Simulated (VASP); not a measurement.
Si2Sn: relaxation of cell and atoms with r2SCAN

Crystal: Si2Sn.

```xyz
3
Lattice="0.0000 3.2620 3.2620 3.2620 0.0000 3.2620 3.2620 3.2620 0.0000" Properties=species:S:1:pos:R:3 pbc="T T T"
Si    1.6310    1.6310    1.6310
Si    4.8930    4.8930    4.8930
Sn    0.0000    0.0000    0.0000
```

```
Program                : VASP 6.6.1
Task                   : relaxation of cell and atoms
Functional             : r2SCAN
Potentials or basis    : VASP PAW PBE potentials, release 64 (Si, Sn_d)
Cutoff                 : 600 eV
k mesh                 : 12 × 12 × 12
Occupations            : gaussian, width 0.1 eV
Spin                   : no spin polarisation
Dipole correction      : no
Further INCAR settings : ALGO = Normal; EDIFF = 1e-06; IBRION = 2; EDIFFG = -0.01; NSW = 100; ISIF = 3
```

```json
{
  "Relaxed volume": "23.07 Å³/atom",
  "Relaxed cell": "a = 4.608 Å, b = 4.608 Å, c = 4.608 Å, α = 60.00°, β = 60.00°, γ = 60.00°",
  "Space group after relaxing (to 0.05 Å)": "Fm-3m (No. 225)",
  "Energy gained by relaxing": "0.0 meV/atom",
  "Ionic steps": "2",
  "Pressure after relaxing": "0.0 GPa",
  "Band gap on the k mesh": "zero (band 11 reaches 7.54 eV, above the bottom of band 12 at 5.52 eV)"
}
```

Final structure:
```xyz
3
Lattice="0.0000 3.2586 3.2586 3.2586 0.0000 3.2586 3.2586 3.2586 0.0000" Properties=species:S:1:pos:R:3 pbc="T T T"
Si    1.6293    1.6293    1.6293
Si    4.8879    4.8879    4.8879
Sn    3.2586    0.0000    3.2586
```

Levels at points of the mesh, in eV from the Fermi level:
```
           k point  band 7  band 8  band 9  band 10  band 11  band 12  band 13  band 14  band 15
(0.00, 0.00, 0.00)   -4.32   -1.54   -1.54    -1.54    -0.99    -0.99    -0.99    -0.52     3.14
(0.50, 0.00, 0.00)   -9.12   -3.98   -2.89    -2.89    -0.74    -0.74    -0.23     4.54     5.29
(0.50, 0.50, 0.00)   -8.88   -6.45   -4.64    -4.64    -0.95     3.61     3.61     4.73     5.95
```

Wall time 4.2 min on 1 thread of Intel(R) Xeon(R) 6975P-C (Granite Rapids), on a shared host, peak memory 0.32 GiB.

Caveat: the PAW data sets were made with another functional, which shifts forces and pressure a little; spin-orbit coupling is left out, which moves the levels of the heavy elements.
